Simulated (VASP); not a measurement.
# MgO (R3m) in VASP: single point with PBE

Aim: the single point of MgO with PBE.

All numbers are computed with VASP 6.6.1; they aren't measurements. Logs are shortened: lines on timing, memory, paths and dates and some standing lists are left out, and cuts for length are marked.

### 1 The cell of the first run

Symmetry: R3m, No. 160, trigonal system. Conventional cell: a = 3.020 Å, b = 3.020 Å, c = 44.378 Å, α = 90.00°, β = 90.00°, γ = 120.00°. Mg (site symmetry 3m) has 1 O at 1.23 Å within 1.7 Å. Within 2.8 Å of Mg (site symmetry 3m) lie 6 O at 2.14 Å. Within 2.8 Å of Mg (site symmetry 3m) lie 6 O at 2.14 Å. Within 2.8 Å of Mg (site symmetry 3m) lie 6 O at 2.14 Å. Mg (site symmetry 3m) has 6 O at 2.14 Å within 2.8 Å. Within 2.8 Å of Mg (site symmetry 3m) lie 6 O at 2.14 Å. O (site symmetry 3m) has 6 Mg at 2.14 Å within 2.8 Å. O (site symmetry 3m) has 6 Mg at 2.14 Å within 2.8 Å.

### 2 Single point, PBE

The input, INCAR:

```
SYSTEM = MgO
  PREC = Accurate
  ENCUT = 520
  EDIFF = 1E-6
  ISMEAR = 0
  SIGMA = 0.05
  LREAL = .FALSE.
  LASPH = .TRUE.
  NELM = 80
  ALGO = Normal
  ISIF = 2
  LWAVE = .FALSE.
  LCHARG = .FALSE.
  GGA = PE
  NBANDS = 36
  ISYM = 0
```

The input, KPOINTS:

```
Automatic mesh
0
G
  9 9 2
  0 0 0
```

The input, POSCAR:

```
MgO
1.0
    2.1351500000     -2.1351500000      0.0000000000
    2.1351500000      0.0000000000     -2.1351500000
   11.3874666667      7.1171666667      7.1171666667
Mg O
6 6
Direct
    0.6388888889      0.6388888889      0.0416666667
   -0.5833333333     -0.5833333333      0.8750000000
    0.1944444444      0.1944444444      0.2083333333
    0.3055555556      0.3055555556      0.5416666667
   -0.2500000000     -0.2500000000      0.3750000000
   -0.1388888889     -0.1388888889      0.7083333333
    0.4722222222      0.4722222222      0.2916666667
   -0.0833333333     -0.0833333333      0.1250000000
    0.0277777778      0.0277777778      0.4583333333
    0.1388888889      0.1388888889      0.7916666667
    0.5833333333      0.5833333333      0.6250000000
   -0.3055555556     -0.3055555556      0.9583333333
```

Potentials or basis: VASP PAW PBE potentials, release 64 (Mg, O).

On the command line:

```
> cat potpaw_PBE.64/Mg/POTCAR potpaw_PBE.64/O/POTCAR > POTCAR
> mpirun -np 1 vasp_std > vasp.out
```

OUTCAR:

```text
SYSTEM = MgO
   PREC = Accurate
   ENCUT = 520
   EDIFF = 1E-6
   ISMEAR = 0
   LREAL = .FALSE.
   LASPH = .TRUE.
   NELM = 80
   ISIF = 2
   GGA = PE
   ISYM = 0

 ion  position               nearest neighbor table
   1  0.639  0.639  0.042-  12 1.23   8 2.14   8 2.14   8 2.14   3 3.02   3 3.02   3 3.02   2 3.02
                             2 3.02   2 3.02
   2  0.417  0.417  0.875-  12 2.14  10 2.14  10 2.14  10 2.14  12 2.14  12 2.14   6 3.02   1 3.02
                             1 3.02   1 3.02   6 3.02   6 3.02
   3  0.194  0.194  0.208-   8 2.14   8 2.14   8 2.14   7 2.14   7 2.14   7 2.14   1 3.02   1 3.02
                             1 3.02   5 3.02   5 3.02   5 3.02
   4  0.306  0.306  0.542-  11 2.14  11 2.14  11 2.14   9 2.14   9 2.14   9 2.14   6 3.02   6 3.02
                             6 3.02   5 3.02   5 3.02   5 3.02
   5  0.750  0.750  0.375-   7 2.14   9 2.14   7 2.14   7 2.14   9 2.14   9 2.14   3 3.02   4 3.02
                             3 3.02   4 3.02   3 3.02   4 3.02
   6  0.861  0.861  0.708-  11 2.14  11 2.14  11 2.14  10 2.14  10 2.14  10 2.14   4 3.02   4 3.02
                             4 3.02   2 3.02   2 3.02   2 3.02
   7  0.472  0.472  0.292-   5 2.14   5 2.14   5 2.14   3 2.14   3 2.14   3 2.14
   8  0.917  0.917  0.125-   3 2.14   1 2.14   1 2.14   1 2.14   3 2.14   3 2.14
   9  0.028  0.028  0.458-   5 2.14   5 2.14   5 2.14   4 2.14   4 2.14   4 2.14
  10  0.139  0.139  0.792-   2 2.14   2 2.14   2 2.14   6 2.14   6 2.14   6 2.14
  11  0.583  0.583  0.625-   4 2.14   6 2.14   6 2.14   6 2.14   4 2.14   4 2.14
  12  0.694  0.694  0.958-   1 1.23   2 2.14   2 2.14   2 2.14

 -----------------------------------------------------------------------------
|                                                                             |
|           W    W    AA    RRRRR   N    N  II  N    N   GGGG   !!!           |
|           W    W   A  A   R    R  NN   N  II  NN   N  G    G  !!!           |
|           W    W  A    A  R    R  N N  N  II  N N  N  G       !!!           |
|           W WW W  AAAAAA  RRRRR   N  N N  II  N  N N  G  GGG   !            |
|           WW  WW  A    A  R   R   N   NN  II  N   NN  G    G                |
|           W    W  A    A  R    R  N    N  II  N    N   GGGG   !!!           |
|                                                                             |
|     The distance between some ions is very small. Please check the          |
|     nearest-neighbor list in the OUTCAR file.                               |
|     I HOPE YOU KNOW WHAT YOU ARE DOING!                                     |
|                                                                             |
 -----------------------------------------------------------------------------

IMPORTANT INFORMATION: All symmetrisations will be switched off!
NOSYMM: (Re-)initialisation of all symmetry stuff for point group C_1.

----------------------------------------------------------------------------------------

                                     Primitive cell

  volume of cell :     116.8063

  direct lattice vectors                    reciprocal lattice vectors
     2.135150000 -2.135150000  0.000000000     0.130097547 -0.338253623  0.130097547
     2.135150000  0.000000000 -2.135150000     0.130097547  0.130097547 -0.338253623
    11.387466667  7.117166667  7.117166667     0.039029264  0.039029264  0.039029264

  length of vectors
     3.019558088  3.019558088 15.198109087     0.385053576  0.385053576  0.067600668

  position of ions in fractional coordinates (direct lattice)
     0.638888889  0.638888889  0.041666667
     0.416666667  0.416666667  0.875000000
     0.194444444  0.194444444  0.208333333
     0.305555556  0.305555556  0.541666667
     0.750000000  0.750000000  0.375000000
     0.861111111  0.861111111  0.708333333
     0.472222222  0.472222222  0.291666667
     0.916666667  0.916666667  0.125000000
     0.027777778  0.027777778  0.458333333
     0.138888889  0.138888889  0.791666667
     0.583333333  0.583333333  0.625000000
     0.694444444  0.694444444  0.958333333

  ion indices of the primitive-cell ions
   primitive index   ion index
                 1           1
                 2           2
                 3           3
                 4           4
                 5           5
                 6           6
                 7           7
                 8           8
                 9           9
                10          10
                11          11
                12          12

[... 38 lines left out ...]
 -----------------------------------------------------------------------------

 WARNING: IBZKPT: internal override: KBLOWUP is changed to .FALSE.
      ... skipping the blow-up phase ...

 Subroutine IBZKPT returns following result:
 ===========================================

 Found     82 irreducible k-points:

 Following reciprocal coordinates:
            Coordinates               Weight
  0.000000  0.000000  0.000000      1.000000
  0.111111  0.000000  0.000000      2.000000
  0.222222  0.000000  0.000000      2.000000
  0.333333  0.000000  0.000000      2.000000
  0.444444  0.000000  0.000000      2.000000
  0.000000  0.111111  0.000000      2.000000
[... 16 lines left out ...]
 -0.111111  0.222222  0.000000      2.000000
  0.000000  0.333333  0.000000      2.000000
 [... further k-points ...]
   k-points           NKPTS =     82   k-points in BZ     NKDIM =     82   number of bands    NBANDS=     36
   number of dos      NEDOS =    301   number of ions     NIONS =     12
   total plane-waves  NPLWV =  69120
   dimension x,y,z NGX =    24 NGY =   24 NGZ =  120
   dimension x,y,z NGXF=    48 NGYF=   48 NGZF=  240
   ions per type =               6   6
   NGX,Y,Z   is equivalent  to a cutoff of  13.21, 13.21, 13.13 a.u.
   NGXF,Y,Z  is equivalent  to a cutoff of  26.43, 26.43, 26.25 a.u.
 SYSTEM =  MgO
   PREC   = accura    normal or accurate (medium, high low for compatibility)
   ISTART =      0    job   : 0-new  1-cont  2-samecut
   ICHARG =      2    charge: 1-file 2-atom 10-const
   ISPIN  =      1    spin polarized calculation?
   LNONCOLLINEAR =      F non collinear calculations
   LSORBIT =      F    spin-orbit coupling
   LASPH  =      T    aspherical Exc in radial PAW
   ENCUT  =  520.0 eV  38.22 Ry    6.18 a.u.   5.61  5.61 28.26*2*pi/ulx,y,z
   NELM   =     80;   NELMIN=  2; NELMDL= -5     # of ELM steps
   EDIFF  = 0.1E-05   stopping-criterion for ELM
   LREAL  =      F    real-space projection
   EDIFFG = 0.1E-04   stopping-criterion for IOM
   NSW    =      0    number of steps for IOM
   IBRION =     -1    ionic relax: 0-MD 1-quasi-New 2-CG
   NFREE  =      0    steps in history (QN), initial steepest desc. (CG)
   ISIF   =      2    stress and relaxation
   ISYM   =      0    0-nonsym 1-usesym 2-fastsym
   POTIM  = 0.5000    time-step for ionic-motion
   TEBEG  =    0.0;   TEEND  =   0.0 temperature during run
   PSTRESS=    0.0 pullay stress
   NELECT =      48.0000    total number of electrons
   NUPDOWN=      -1.0000    fix difference up-down
   EMIN   =  10.00;   EMAX   =-10.00  energy-range for DOS
   EFERMI =   0.00;   METHOD = LEGACY
   ISMEAR =     0;   SIGMA  =   0.05  broadening in eV -4-tet -1-fermi 0-gaus
   EFERMI_NEDOS =   21; number of points for ismear=-14 and -15
   IALGO  =     38    algorithm
   IMIX   =      4    mixing-type and parameters
     AMIX     =   0.40;   BMIX     =  1.00
     AMIX_MAG =   1.60;   BMIX_MAG =  1.00
  volume/ion in A,a.u.               =       9.73        65.69
  Fermi-wavevector in a.u.,A,eV,Ry     =   1.217119  2.300022 20.155386  1.481379
  Thomas-Fermi vector in A             =   2.352450
   LORBIT       =      0    0 simple, 1 ext, 2 COOP (PROOUT), +10 PAW based schemes
   GGA     = PE    functional components
   LHFCALC =     F    Hartree Fock is set to
   AEXX    =    0.0000 exact exchange contribution
   IVDW    =     0    specifies the selected vdW correction
   LEPSILON=     F    determine dielectric tensor
   LRPA    =     F    only Hartree local field effects (RPA)
 non-spin polarized calculation
 Gauss-broadening in eV      SIGMA  =   0.05
  energy-cutoff  :      520.00
  volume of cell :      116.81
 maximum number of plane-waves:      3182
   NGX = 11   NGY = 11   NGZ = 57

 number of electron      47.9999986 magnetization

 Free energy of the ion-electron system (eV)
  ---------------------------------------------------
  ext. energy  EPLUGINS =         0.00000000
  ---------------------------------------------------
  free energy    TOTEN  =       -60.06622393 eV

  energy without entropy =      -60.06622393  energy(sigma->0) =      -60.06622393

 E-fermi :   3.4601     XC(G=0): -10.8174

 val. band max:        3.2502031923   @ k =   0.1111   0.1111   0.0000
 cond. band min:       6.5757621796   @ k =   0.0000   0.0000   0.0000
 fundamental gap:      3.3255589873
 Fermi energy:         3.4601163448

 k-point     1 :       0.0000    0.0000    0.0000
  band No.  band energies     occupation
      1     -14.5749      2.00000
      2     -14.1007      2.00000
      3     -13.7415      2.00000
      4     -13.3673      2.00000
      5     -13.0456      2.00000
      6     -12.5779      2.00000
[... 925 lines left out ...]
     35      14.7037      0.00000
     36      15.0448      0.00000

 [... further k-points ...]

------------------------ aborting loop because EDIFF is reached ----------------------------------------

  FORCE on cell =-STRESS in cart. coord.  units (eV):
  Direction    XX          YY          ZZ          XY          YZ          ZX
  --------------------------------------------------------------------------------------
  -------------------------------------------------------------------------------------
  Total       21.5821076     21.5821762     21.5821532     22.0001516     22.0001676     22.0001259
  in kB      296.0315623    296.0325041    296.0321874    301.7656747    301.7658939    301.7653219
  external PRESSURE =     296.0320846 kB  Pullay stress =       0.0000000 kB

 VOLUME and BASIS-vectors are now :
 -----------------------------------------------------------------------------
  energy-cutoff  :      520.00
  volume of cell :      116.81
      direct lattice vectors                 reciprocal lattice vectors
     2.135150000 -2.135150000  0.000000000     0.130097547 -0.338253623  0.130097547
     2.135150000  0.000000000 -2.135150000     0.130097547  0.130097547 -0.338253623
    11.387466667  7.117166667  7.117166667     0.039029264  0.039029264  0.039029264

 POSITION                                       TOTAL-FORCE (eV/Angst)
 -----------------------------------------------------------------------------------
      3.20273     -1.06757     -1.06757        31.749327     31.749362     31.749337
     11.74333      5.33787      5.33787         0.005692      0.005693      0.005693
      3.20272      1.06757      1.06757         0.146202      0.146204      0.146204
      7.47303      3.20273      3.20273         0.153608      0.153608      0.153608
      7.47303      1.06758      1.06758         0.153180      0.153182      0.153181
     11.74332      3.20272      3.20272         0.160022      0.160024      0.160024
      5.33788      1.06758      1.06758        -0.152171     -0.152463     -0.152462
      5.33788     -1.06758     -1.06758        -0.217070     -0.217068     -0.217072
      5.33787      3.20272      3.20272        -0.153844     -0.153558     -0.153558
      9.60818      5.33788      5.33788        -0.141318     -0.141587     -0.141587
      9.60817      3.20273      3.20273        -0.153707     -0.153707     -0.153708
     13.87847      5.33787      5.33787       -31.549922    -31.549690    -31.549661
 -----------------------------------------------------------------------------------
    total drift:                                0.000481      0.000466      0.000469

  FREE ENERGIE OF THE ION-ELECTRON SYSTEM (eV)
  ---------------------------------------------------
  free  energy   TOTEN  =       -60.0662239335 eV

  energy  without entropy=      -60.0662239334  energy(sigma->0) =      -60.06622393
```

Run time: 14 min. Hardware: 1 thread of Oxide Virtual Turin-like, shared host; peak memory 0.38 GiB.

Results:

```yaml
Free_energy: -60.0662 eV
Pressure: 29.6 GPa
Largest_force: 54.991 eV/Å
Band_gap_on_the_k_mesh: 3.33 eV, indirect (least direct gap 3.35 eV)
```

Forces in eV/Å, atoms in the order of the input:
```
Mg   31.749  31.749  31.749
Mg    0.006   0.006   0.006
Mg    0.146   0.146   0.146
Mg    0.154   0.154   0.154
Mg    0.153   0.153   0.153
Mg    0.160   0.160   0.160
O    -0.152  -0.152  -0.152
O    -0.217  -0.217  -0.217
O    -0.154  -0.154  -0.154
O    -0.141  -0.142  -0.142
O    -0.154  -0.154  -0.154
O   -31.550 -31.550 -31.550
```

Stress tensor (GPa, compression positive):
```
29.60 30.18 30.18
30.18 29.60 30.18
30.18 30.18 29.60
```

Caveat: forces of over 1 eV/Å act on the atoms, so gaps and moduli don't describe the material at rest. A k mesh can miss the band edges.
